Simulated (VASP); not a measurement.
# Re (P6_3/mmc) in VASP: settings compared

The runs below take Re through single point, with PBE+D4, PBE.

Program: VASP 6.6.1. These are calculated values, not measurements. Logs are shortened: lines on timing, memory, paths and dates and some standing lists are left out, and cuts for length are marked.

### Step 1. The cell of the first run

Symmetry: P6_3/mmc, No. 194, hexagonal system. Conventional cell: a = 2.757 Å, b = 2.757 Å, c = 4.456 Å, α = 90.00°, β = 90.00°, γ = 120.00°. Within 3.6 Å of Re (site symmetry -6m2) lie 12 Re at 2.74 to 2.76 Å.

### Step 2. Single point, PBE+D4

Input file INCAR:

```
SYSTEM = Re
ALGO = Normal
EDIFF = 1E-7
ENCUT = 520
GGA = PE
ISIF = 2
ISMEAR = -1
IVDW = 13
LASPH = .True.
LCHARG = .True.
LELF = .True.
LREAL = .False.
LVHAR = .True.
LWAVE = .False.
NBANDS = 14
NELM = 100
PREC = Accurate
SIGMA = 0.05
```

Input file KPOINTS:

```
k-points
0
Gamma
  11 11 6
  0 0 0
```

Input file POSCAR:

```
Re
1.0
    2.7574074545      0.0000000000      0.0000000000
   -1.3787037273      2.3879849042      0.0000000000
    0.0000000000      0.0000000000      4.4561029932
Re
2
Direct
    0.6666666667      0.3333333333      0.7500000000
    0.3333333333      0.6666666667      0.2500000000
```

Potentials or basis: VASP PAW PBE potentials, release 64 (Re).

On the command line:

```
$ cat potpaw_PBE.64/Re/POTCAR > POTCAR
$ mpirun -np 1 vasp_std > vasp.out
```

OUTCAR:

```text
SYSTEM = Re
   EDIFF = 1E-7
   ENCUT = 520
   GGA = PE
   ISIF = 2
   ISMEAR = -1
   IVDW = 13
   LASPH = .True.
   LREAL = .False.
   NELM = 100
   PREC = Accurate

 ion  position               nearest neighbor table
   1  0.667  0.333  0.750-   2 2.74   2 2.74   2 2.74   2 2.74   2 2.74   2 2.74
   2  0.333  0.667  0.250-   1 2.74   1 2.74   1 2.74   1 2.74   1 2.74   1 2.74

  LATTYP: Found a hexagonal cell.
 ALAT       =     2.7574074545
 C/A-ratio  =     1.6160480693

  Lattice vectors:

 A1 = (   2.7574074545,   0.0000000000,   0.0000000000)
 A2 = (  -1.3787037273,   2.3879849042,   0.0000000000)
 A3 = (   0.0000000000,   0.0000000000,   4.4561029932)

Analysis of symmetry for initial positions (statically):
=====================================================================
 Subroutine PRICEL returns:
 Original cell was already a primitive cell.

 Routine SETGRP: Setting up the symmetry group for a
 hexagonal supercell.

 Subroutine GETGRP returns: Found 24 space group operations
 (whereof 12 operations were pure point group operations)
 out of a pool of 24 trial point group operations.

The static configuration has the point symmetry D_3d.
 The point group associated with its full space group is D_6h.

Analysis of symmetry for dynamics (positions and initial velocities):
=====================================================================
 Subroutine PRICEL returns:
 Original cell was already a primitive cell.

 Routine SETGRP: Setting up the symmetry group for a
 hexagonal supercell.

 Subroutine GETGRP returns: Found 24 space group operations
 (whereof 12 operations were pure point group operations)
 out of a pool of 24 trial point group operations.

The dynamic configuration has the point symmetry D_3d.
 The point group associated with its full space group is D_6h.

 Subroutine INISYM returns: Found 24 space group operations
 (whereof 12 operations are pure point group operations),
 and found     1 'primitive' translations

----------------------------------------------------------------------------------------

                                     Primitive cell

  volume of cell :      29.3419

  direct lattice vectors                    reciprocal lattice vectors
     2.757407455  0.000000000  0.000000000     0.362659497  0.209381558  0.000000000
    -1.378703727  2.387984904  0.000000000     0.000000000  0.418763116  0.000000000
     0.000000000  0.000000000  4.456102993     0.000000000  0.000000000  0.224411330

  length of vectors
     2.757407455  2.757407455  4.456102993     0.418763116  0.418763116  0.224411330

  position of ions in fractional coordinates (direct lattice)
     0.666666667  0.333333333  0.750000000
     0.333333333  0.666666667  0.250000000

  ion indices of the primitive-cell ions
   primitive index   ion index
                 1           1
                 2           2

----------------------------------------------------------------------------------------

 KPOINTS: k-points

Automatic generation of k-mesh.
 Grid dimensions read from file:
 generate k-points for:   11   11    6

 Generating k-lattice:

  Cartesian coordinates                     Fractional coordinates (reciprocal lattice)
     0.032969045  0.019034687  0.000000000     0.090909091  0.000000000  0.000000000
     0.000000000  0.038069374  0.000000000     0.000000000  0.090909091  0.000000000
     0.000000000  0.000000000  0.037401888     0.000000000  0.000000000  0.166666667

  Length of vectors
     0.038069374  0.038069374  0.037401888

  Shift w.r.t. Gamma in fractional coordinates (k-lattice)
     0.000000000  0.000000000  0.000000000

 Subroutine IBZKPT returns following result:
 ===========================================

 Found     64 irreducible k-points:

 Following reciprocal coordinates:
            Coordinates               Weight
  0.000000  0.000000  0.000000      1.000000
  0.090909 -0.000000  0.000000      6.000000
  0.181818  0.000000  0.000000      6.000000
  0.272727  0.000000  0.000000      6.000000
  0.363636 -0.000000  0.000000      6.000000
  0.454545  0.000000  0.000000      6.000000
[... 16 lines left out ...]
  0.090909  0.090909  0.166667     12.000000
  0.181818  0.090909  0.166667     24.000000
 [... further k-points ...]
   k-points           NKPTS =     64   k-points in BZ     NKDIM =     64   number of bands    NBANDS=     14
   number of dos      NEDOS =    301   number of ions     NIONS =      2
   total plane-waves  NPLWV =  20736
   dimension x,y,z NGX =    24 NGY =   24 NGZ =   36
   dimension x,y,z NGXF=    48 NGYF=   48 NGZF=   72
   ions per type =               2
   NGX,Y,Z   is equivalent  to a cutoff of  14.47, 14.47, 13.43 a.u.
   NGXF,Y,Z  is equivalent  to a cutoff of  28.94, 28.94, 26.86 a.u.
 SYSTEM =  Re
   PREC   = accura    normal or accurate (medium, high low for compatibility)
   ISTART =      0    job   : 0-new  1-cont  2-samecut
   ICHARG =      2    charge: 1-file 2-atom 10-const
   ISPIN  =      1    spin polarized calculation?
   LNONCOLLINEAR =      F non collinear calculations
   LSORBIT =      F    spin-orbit coupling
   LASPH  =      T    aspherical Exc in radial PAW
   ENCUT  =  520.0 eV  38.22 Ry    6.18 a.u.   5.13  5.13  8.29*2*pi/ulx,y,z
   NELM   =    100;   NELMIN=  2; NELMDL= -5     # of ELM steps
   EDIFF  = 0.1E-06   stopping-criterion for ELM
   LREAL  =      F    real-space projection
   EDIFFG = 0.1E-05   stopping-criterion for IOM
   NSW    =      0    number of steps for IOM
   IBRION =     -1    ionic relax: 0-MD 1-quasi-New 2-CG
   NFREE  =      0    steps in history (QN), initial steepest desc. (CG)
   ISIF   =      2    stress and relaxation
   ISYM   =      2    0-nonsym 1-usesym 2-fastsym
   POTIM  = 0.5000    time-step for ionic-motion
   TEBEG  =    0.0;   TEEND  =   0.0 temperature during run
   PSTRESS=    0.0 pullay stress
   NELECT =      14.0000    total number of electrons
   NUPDOWN=      -1.0000    fix difference up-down
   EMIN   =  10.00;   EMAX   =-10.00  energy-range for DOS
   EFERMI =   0.00;   METHOD = LEGACY
   ISMEAR =    -1;   SIGMA  =   0.05  broadening in eV -4-tet -1-fermi 0-gaus
   EFERMI_NEDOS =   21; number of points for ismear=-14 and -15
   IALGO  =     38    algorithm
   IMIX   =      4    mixing-type and parameters
     AMIX     =   0.40;   BMIX     =  1.00
     AMIX_MAG =   1.60;   BMIX_MAG =  1.00
  volume/ion in A,a.u.               =      14.67        99.00
  Fermi-wavevector in a.u.,A,eV,Ry     =   1.279249  2.417429 22.265619  1.636477
  Thomas-Fermi vector in A             =   2.411745
   LORBIT       =      0    0 simple, 1 ext, 2 COOP (PROOUT), +10 PAW based schemes
   GGA     = PE    functional components
   LHFCALC =     F    Hartree Fock is set to
   AEXX    =    0.0000 exact exchange contribution
   IVDW    =    13    specifies the selected vdW correction
   LEPSILON=     F    determine dielectric tensor
   LRPA    =     F    only Hartree local field effects (RPA)
 non-spin polarized calculation
  energy-cutoff  :      520.00
  volume of cell :       29.34
 maximum number of plane-waves:       808
 NGX is ok and might be reduce to    24
   NGX = 11   NGY = 11   NGZ = 17

 number of electron      14.0000000 magnetization

 Free energy of the ion-electron system (eV)
  ---------------------------------------------------
  ext. energy  EPLUGINS =         0.00000000
  ---------------------------------------------------
  free energy    TOTEN  =       -24.84272707 eV

  energy without entropy =      -24.82886752  energy(sigma->0) =      -24.83579730

 E-fermi :   7.9308     XC(G=0): -13.7468

 val. band max:        7.9136368017   @ k =   0.1818   0.0000   0.1667
 cond. band min:       7.9771859639   @ k =   0.3636   0.1818   0.3333
 fundamental gap:      0.0635491622
 Fermi energy:         7.9307917361

 k-point     1 :       0.0000    0.0000    0.0000
  band No.  band energies     occupation
      1      -1.9651      2.00000
      2       1.2762      2.00000
      3       6.3263      2.00000
      4       6.3361      2.00000
      5       6.3361      2.00000
      6       7.1745      2.00000
      7       7.1745      2.00000
      8       8.1156      0.04847
      9       8.1156      0.04847
     10       8.5363      0.00001
     11      11.2986      0.00000
     12      11.2986      0.00000
     13      17.9701      0.00000
     14      22.0774      0.00000

 k-point     2 :       0.0909   -0.0000    0.0000
  band No.  band energies     occupation
      1      -1.6280      2.00000
      2       1.5902      2.00000
      3       5.6967      2.00000
      4       6.6468      2.00000
      5       6.8225      2.00000
      6       6.9864      2.00000
      7       7.2954      1.99999
      8       7.4680      1.99981
      9       7.8629      1.59108
     10       8.0588      0.14355
     11      11.4670      0.00000
     12      12.6169      0.00000
     13      17.9456      0.00000
     14      22.8169      0.00000

 k-point     3 :       0.1818    0.0000    0.0000
  band No.  band energies     occupation
      1      -0.6984      2.00000
      2       2.3335      2.00000
      3       5.0265      2.00000
      4       5.6486      2.00000
      5       6.3726      2.00000
      6       7.3020      1.99999
      7       7.5487      1.99904
      8       7.6327      1.99486
      9       7.6706      1.98908
     10       8.3125      0.00097
     11      11.7960      0.00000
     12      14.8263      0.00000
     13      17.7352      0.00000
     14      24.2637      0.00000
[... 324 lines left out ...]
 k-point    23 :       0.0909    0.0909    0.1667
  band No.  band energies     occupation
      1      -0.6934      2.00000
      2       2.1974      2.00000
      3       5.1967      2.00000
      4       5.4197      2.00000
      5       6.3455      2.00000
      6       6.8666      2.00000
      7       7.0830      2.00000
      8       7.6621      1.99078
      9       8.4038      0.00016
     10       8.4438      0.00007
     11      11.5631      0.00000
     12      13.3515      0.00000
     13      19.2260      0.00000
     14      23.4982      0.00000

 k-point    24 :       0.1818    0.0909    0.1667
  band No.  band energies     occupation
      1       0.3615      2.00000
      2       2.9892      2.00000
      3       4.3475      2.00000
      4       4.6940      2.00000
      5       5.9662      2.00000
      6       6.6582      2.00000
      7       7.2728      2.00000
      8       8.2186      0.00631
      9       8.9375      0.00000
     10       9.3283      0.00000
     11      11.6978      0.00000
     12      14.7660      0.00000
     13      19.1389      0.00000
     14      23.9053      0.00000

 [... further k-points ...]

------------------------ aborting loop because EDIFF is reached ----------------------------------------

  DFT-D4 for vdW energy calculation

  Edisp (eV):   -1.41887

  FORCE on cell =-STRESS in cart. coord.  units (eV):
  Direction    XX          YY          ZZ          XY          YZ          ZX
  --------------------------------------------------------------------------------------
  -------------------------------------------------------------------------------------
  Total      -0.06898    -0.06898    -0.09804     0.00000    -0.00000     0.00000
  in kB      -3.76654    -3.76654    -5.35310     0.00000    -0.00000     0.00000
  external pressure =       -4.30 kB  Pullay stress =        0.00 kB

 VOLUME and BASIS-vectors are now :
 -----------------------------------------------------------------------------
  energy-cutoff  :      520.00
  volume of cell :       29.34
      direct lattice vectors                 reciprocal lattice vectors
     2.757407455  0.000000000  0.000000000     0.362659497  0.209381558  0.000000000
    -1.378703727  2.387984904  0.000000000     0.000000000  0.418763116  0.000000000
     0.000000000  0.000000000  4.456102993     0.000000000  0.000000000  0.224411330

 POSITION                                       TOTAL-FORCE (eV/Angst)
 -----------------------------------------------------------------------------------
      1.37870      0.79599      3.34208        -0.000000      0.000000      0.000000
     -0.00000      1.59199      1.11403         0.000000     -0.000000      0.000000
 -----------------------------------------------------------------------------------
    total drift:                               -0.000000      0.000000     -0.000000

  FREE ENERGIE OF THE ION-ELECTRON SYSTEM (eV)
  ---------------------------------------------------
  free  energy   TOTEN  =       -26.2615928947 eV

  energy  without entropy=      -26.2477333493  energy(sigma->0) =      -26.25466312
```

It took 53 s on 1 thread of AMD EPYC 7R13, shared host; peak memory 0.14 GiB.

Results:

```yaml
Free_energy: -26.2616 eV
Pressure: -0.4 GPa
Band_gap_on_the_k_mesh: zero (bands 7 and 8 overlap by 3.07 eV)
Dispersion_energy_per_atom: -0.709 eV
```

Stress tensor (GPa, compression positive):
```
-0.38  0.00  0.00
 0.00 -0.38  0.00
 0.00  0.00 -0.54
```

Caveat: spin-orbit coupling is left out, which moves the levels of the heavy elements.

### Step 3. Single point, PBE

This run uses another cell than the first one, of 14.95 Å³/atom.

Input file INCAR:

```
SYSTEM = Re
ALGO = Fast
EDIFF = 1E-6
ENCUT = 520
GGA = PE
ISIF = 2
ISMEAR = -1
LASPH = .True.
LCHARG = .True.
LELF = .True.
LREAL = .False.
LVHAR = .True.
LWAVE = .False.
NBANDS = 14
NELM = 80
PREC = Accurate
SIGMA = 0.05
```

KPOINTS is that of step 2.

Input file POSCAR:

```
Re
1.0
    2.7747779794      0.0000000000      0.0000000000
   -1.3873889897      2.4030282201      0.0000000000
    0.0000000000      0.0000000000      4.4844998140
Re
2
Direct
    0.6666666667      0.3333333333      0.7500000000
    0.3333333333      0.6666666667      0.2500000000
```

Potentials or basis: VASP PAW PBE potentials, release 64 (Re).

On the command line:

```
$ cat potpaw_PBE.64/Re/POTCAR > POTCAR
$ mpirun -np 1 vasp_std > vasp.out
```

It took 59 s on 1 thread of AMD EPYC 7R13, shared host; peak memory 0.14 GiB.

Results (log left out):

```
Free energy            : -24.8538 eV
Pressure               : -0.5 GPa
Band gap on the k mesh : zero (bands 7 and 8 overlap by 2.97 eV)
```

Stress tensor (GPa, compression positive):
```
-0.43  0.00  0.00
 0.00 -0.43  0.00
 0.00  0.00 -0.60
```

Levels at points of the mesh, in eV from the Fermi level:
| k point | band 3 | band 4 | band 5 | band 6 | band 7 | band 8 | band 9 | band 10 | band 11 | band 12 |
| --- | --- | --- | --- | --- | --- | --- | --- | --- | --- | --- |
| (0.00, 0.00, 0.00) | -1.56 | -1.54 | -1.54 | -0.73 | -0.73 | 0.19 | 0.19 | 0.57 | 3.28 | 3.28 |
| (0.00, 0.00, 0.50) | -2.35 | -2.35 | -1.67 | -1.67 | -1.67 | -1.67 | 2.48 | 2.48 | 2.48 | 2.48 |

Caveat: spin-orbit coupling is left out, which moves the levels of the heavy elements.

The gap in the log of VASP goes by the Fermi energy; the results here count the filled bands.